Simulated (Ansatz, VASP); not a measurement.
# Two plane-wave programs on MnS

File POSCAR:

```
MnS
1.0
    0.0000000000      2.6100487641      2.6100487641
    2.6100487641      0.0000000000      2.6100487641
    2.6100487641      2.6100487641      0.0000000000
Mn S
1 1
Direct
    0.0000000000      0.0000000000      0.0000000000
    0.5000000000      0.5000000000      0.5000000000
```

The input INCAR.step1:

```
  PREC = Accurate
  ENCUT = 520
  ISMEAR = 0
  SIGMA = 0.05
  LREAL = F
  LASPH = T
  NELM = 150
  ISPIN = 2
  MAGMOM = 4.91 0
  LMAXMIX = 4
  NBANDS = 20
  GGA = PE
  ALGO = Normal
  EDIFF = 1E-4
  LWAVE = T
  LCHARG = F
```

INCAR.step2

```
  PREC = Accurate
  ENCUT = 520
  EDIFF = 1E-6
  ISMEAR = 0
  SIGMA = 0.05
  LREAL = F
  LASPH = T
  NELM = 150
  ALGO = Normal
  ISIF = 2
  LWAVE = F
  LCHARG = T
  ISPIN = 2
  MAGMOM = 4.91 0
  LORBIT = 11
  LMAXMIX = 4
  METAGGA = R2SCAN
  LMIXTAU = T
  LELF = T
  LVHAR = T
  NBANDS = 20
  ISTART = 1
```

File KPOINTS:

```
Automatic mesh
0
Gamma
  12 12 12
```

Input for Ansatz:

```yaml
crystal:
  lattice:
    - [0.0, 2.6100487641, 2.6100487641]
    - [2.6100487641, 0.0, 2.6100487641]
    - [2.6100487641, 2.6100487641, 0.0]
  atoms:
    - { symbol: Mn, position: [0.0, 0.0, 0.0], spin: 4.91 }
    - { symbol: S, position: [0.5, 0.5, 0.5] }
basis:
  ecutwfc: 500
  ecutrho_ratio: 4
kpoints:
  mp_grid: { grid: [12, 12, 12] }
hamiltonian:
  xc: r2scan
scf:
  occupations: { method: gaussian, width: 0.05 }
output:
  forces: true
  stress: true
  eigenvalues: true
  populations: true
magnetization:
  spin_polarized: true
```

Alike in both runs: task single point; functional r2SCAN; k mesh 12 × 12 × 12; occupations gaussian, width 0.05 eV; collinear spin.

|  | VASP | Ansatz |
| --- | --- | --- |
| version | VASP 6.6.1 | Ansatz 0.2.0 |
| potentials or method | VASP PAW PBE potentials, release 64 (Mn_pv, S), cutoff 520 eV | scalar-relativistic, plane waves, PAW |
| valence electrons in the cell | 19 | 21 |

VASP gave:

- gap on the k mesh at the Fermi level (eV): none
- pressure (GPa): 0.1
- net moment per atom (μB): 2.49
- size of the moment on the site where the two differ most (μB): 0.14

Task: Estimate Ansatz's values.

Result: gap on the k mesh at the Fermi level (eV): none; pressure (GPa): 0.1; net moment per atom (μB): 2.49; size of the moment on the site where the two differ most (μB): 0.18.

VASP's potentials were made for PBE, not for r2SCAN. Site moments also hang on the region over which each program counts them. A gap of «none» marks a metal or a gap that the smearing closes. VASP's potentials hold 19 valence electrons a cell and Ansatz's 21, so a difference there can come from the potentials and not from the codes. Ansatz's warnings: stability check not made.
